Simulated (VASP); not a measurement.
Write the native input for VASP 6.6.1 that does the following.

```yaml
Task: single point
Functional: PBE
Potentials_or_basis: VASP PAW PBE potentials, release 64 (Zr_sv)
Cutoff: 520 eV
k_mesh: 8 × 8 × 11
Occupations: fermi-dirac, width 0.05 eV
Spin: no spin polarisation
Dipole_correction: no
Further_INCAR_settings: ALGO = Normal; EDIFF = 1e-06; NBANDS = 25
```

The structure of Zr lies in POSCAR:

```
Zr
1.0
    4.4868246046      0.0000000000      0.0000000000
   -2.2434123023      3.8857040900      0.0000000000
    0.0000000000      0.0000000000      2.7590094773
Zr
3
Direct
    0.0000000000      0.0000000000      0.0000000000
    0.3333333333      0.6666666667      0.5000000000
    0.6666666667      0.3333333333      0.5000000000
```

One way to write it, as run:

INCAR

```
PREC = Accurate
ENCUT = 520
EDIFF = 1E-6
ISMEAR = -1
SIGMA = 0.05
LREAL = F
LASPH = T
NELM = 100
ALGO = Normal
ISIF = 2
LWAVE = F
LCHARG = T
GGA = PE
LELF = T
LVHAR = T
NBANDS = 25
```

KPOINTS

```
regular mesh
0
Gamma
  8 8 11
```

Potentials or basis: VASP PAW PBE potentials, release 64 (Zr_sv).

Command:

```bash
$ cat potpaw_PBE.64/Zr_sv/POTCAR > POTCAR
$ mpirun -np 1 vasp_std > vasp.out
```

Results of the run:

```json
{"Pressure": "64.2 GPa", "Band gap on the k mesh": "zero (band 18 reaches 14.13 eV, above the bottom of band 19 at 13.06 eV)"}
```

Wall time 66 s on 1 thread of Intel Xeon 6975P-C, on a shared host, peak memory 0.21 GiB.
